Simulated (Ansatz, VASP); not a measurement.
Sn in VASP and in Ansatz

The input INCAR:

```
ALGO     = Normal         # electronic algorithm
EDIFF    = 1E-6           # SCF threshold, eV
EDIFFG   = -0.01          # ionic threshold
ENCUT    = 600            # plane-wave cutoff, eV
GGA      = PE             # functional
IBRION   = 2              # ionic algorithm
ISIF     = 3              # what is computed and relaxed
ISMEAR   = -1             # smearing method
LASPH    = True           # aspherical terms in the spheres
LCHARG   = False          # write CHGCAR
LREAL    = False          # projectors in reciprocal space
LWAVE    = False          # write WAVECAR
NELM     = 80             # most SCF steps
NSW      = 60             # ionic steps
PREC     = Accurate       # precision mode
SIGMA    = 0.05           # smearing width, eV
```

KPOINTS

```
k-points
0
Gamma
  11 11 11
```

Contents of POSCAR:

```
Sn
1.0
   -1.7265390000      1.7755470000      2.3383420000
    1.7265390000     -1.7755470000      2.3383420000
    1.7265390000      1.7755470000     -2.3383420000
Sn
1
Direct
    0.0000000000      0.0000000000      0.0000000000
```

Contents of input.yaml:

```yaml
crystal:
  lattice:
    - [-1.726539, 1.775547, 2.338342]
    - [1.726539, -1.775547, 2.338342]
    - [1.726539, 1.775547, -2.338342]
  atoms:
    - { symbol: Sn, position: [0.0, 0.0, 0.0] }
hamiltonian:
  xc: pbe
  pseudopotentials: { kind: paw }
kpoints:
  mp_grid: { grid: [11, 11, 11] }
scf:
  occupations: { method: fermi_dirac, width: 0.05 }
output:
  forces: true
  stress: true
  eigenvalues: true
relax:
  f_tol: 0.01
  max_steps: 40
  cell: { stress_tol: 0.05 }
```

Alike in both runs: task relaxation of cell and atoms; functional PBE; k mesh 11 × 11 × 11; occupations fermi-dirac, width 0.05 eV; no spin polarisation.

```csv
,VASP,Ansatz
version,VASP 6.6.1,Ansatz 0.2.0
potentials or method,"VASP PAW PBE potentials, release 64 (Sn_d)",Ansatz PAW
plane-wave cutoff (eV),600,420
valence electrons in the cell,14,14
```

|  | VASP | Ansatz | Ansatz less VASP |
| --- | --- | --- | --- |
| gap on the k mesh at the Fermi level, each at its own relaxed structure (eV) | none | none | - |
| relaxed volume (Å³/atom) | 28.05 | 28.05 | 0.000 |
| relaxed cell length with the largest relative difference (Å) | 3.390 | 3.390 | +0.0001 |

A gap of «none» marks a metal or a gap that the smearing closes.

Noted on Ansatz's run: the plane-wave basis is chosen anew once the cell has moved, so the energies of steps on either side of that aren't comparable.
